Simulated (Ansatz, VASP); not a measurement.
**TiSi in VASP and in Ansatz**

POSCAR

```
TiSi
1.0
    1.8161780000     -2.1176240000      0.0000000000
    1.8161780000      2.1176240000      0.0000000000
    0.0000000000      0.0000000000      3.8039340000
Ti Si
1 1
Direct
    0.5000000000      0.5000000000      0.0000000000
    0.0000000000      0.0000000000      0.5000000000
```

Contents of INCAR.step1:

```
SYSTEM = TiSi
PREC = Accurate
ENCUT = 520
ISMEAR = 0
SIGMA = 0.1
LREAL = .False.
LASPH = .True.
NELM = 80
NBANDS = 15
GGA = PE
ALGO = Normal
EDIFF = 1E-4
LWAVE = .True.
LCHARG = .False.
```

File INCAR.step2:

```
SYSTEM = TiSi
PREC = Accurate
ENCUT = 520
EDIFF = 1E-6
ISMEAR = 0
SIGMA = 0.1
LREAL = .False.
LASPH = .True.
NELM = 80
ALGO = Normal
ISIF = 2
LWAVE = .False.
LCHARG = .False.
METAGGA = R2SCAN
LMIXTAU = .True.
NBANDS = 15
ISTART = 1
```

KPOINTS

```
Automatic mesh
0
Gamma
  20 20 14
  0 0 0
```

Input for Ansatz:

```yaml
crystal:
  lattice:
    - [1.816178, -2.117624, 0.0]
    - [1.816178, 2.117624, 0.0]
    - [0.0, 0.0, 3.803934]
  atoms:
    - { symbol: Ti, position: [0.5, 0.5, 0.0] }
    - { symbol: Si, position: [0.0, 0.0, 0.5] }
basis:
  ecutwfc: 500
kpoints:
  mp_grid: { grid: [20, 20, 14] }
hamiltonian:
  xc: r2scan
scf:
  occupations: { method: gaussian, width: 0.1 }
output:
  forces: true
  stress: true
  eigenvalues: true
```

Alike in both runs: task single point; functional r2SCAN; k mesh 20 × 20 × 14; occupations gaussian, width 0.1 eV; no spin polarisation.

|  | VASP | Ansatz |
| --- | --- | --- |
| version | VASP 6.6.1 | Ansatz 0.2.0 |
| potentials or method | VASP PAW PBE potentials, release 64 (Ti_sv, Si), cutoff 520 eV | scalar-relativistic, plane waves, PAW |
| valence electrons in the cell | 16 | 16 |

Ansatz gave:

| Item | Value |
| --- | --- |
| gap on the k mesh at the Fermi level (eV) | none |
| pressure (GPa) | -1.8 |
| traceless stress, the component that is largest in VASP (GPa) | -0.71 |

Task: Which values does VASP return?

Result: gap on the k mesh at the Fermi level (eV): none; pressure (GPa): -1.4; traceless stress, the component that is largest in VASP (GPa): -0.63.

VASP's potentials were made for PBE, not for r2SCAN. A gap of «none» marks a metal or a gap that the smearing closes. With one functional, cell and mesh, what is left measures potentials, basis and numerics.
